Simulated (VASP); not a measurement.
**WC: single point with PBE**

The system is WC.

```xyz
2
Lattice="0.0000 2.1927 2.1927 2.1927 0.0000 2.1927 2.1927 2.1927 0.0000" Properties=species:S:1:pos:R:3 pbc="T T T"
W     0.0000    0.0000    0.0000
C     2.1927    2.1927    2.1927
```

```
Program             : VASP 6.6.1
Task                : single point
Functional          : PBE
Potentials or basis : VASP PAW PBE potentials, release 64 (W_sv, C)
Cutoff              : 520 eV
k mesh              : 10 × 10 × 10
Occupations         : gaussian, width 0.012 eV
Spin                : no spin polarisation
```

The pressure is -0.7 GPa and the band gap on the k mesh is zero (band 9 reaches 13.45 eV, above the bottom of band 10 at 10.27 eV).

Levels at points of the mesh, in eV from the Fermi level:
```csv
k point,band 6,band 7,band 8,band 9,band 10,band 11,band 12,band 13
"(0.00, 0.00, 0.00)",-2.84,-2.84,-2.84,-1.16,-1.16,-1.16,-1.05,-1.05
"(0.50, 0.00, 0.00)",-9.88,-6.67,-6.67,0.95,0.95,2.24,4.83,8.68
"(0.50, 0.50, 0.00)",-5.85,-5.69,-2.60,-2.60,0.76,2.18,2.18,5.34
```

Wall time 14 s on 1 thread of Intel(R) Xeon(R) Platinum 8259CL CPU @ 2.50GHz (Skylake/Cascade Lake), on a shared host, peak memory 0.15 GiB.

Caveat: spin-orbit coupling is left out, which moves the levels of the heavy elements.
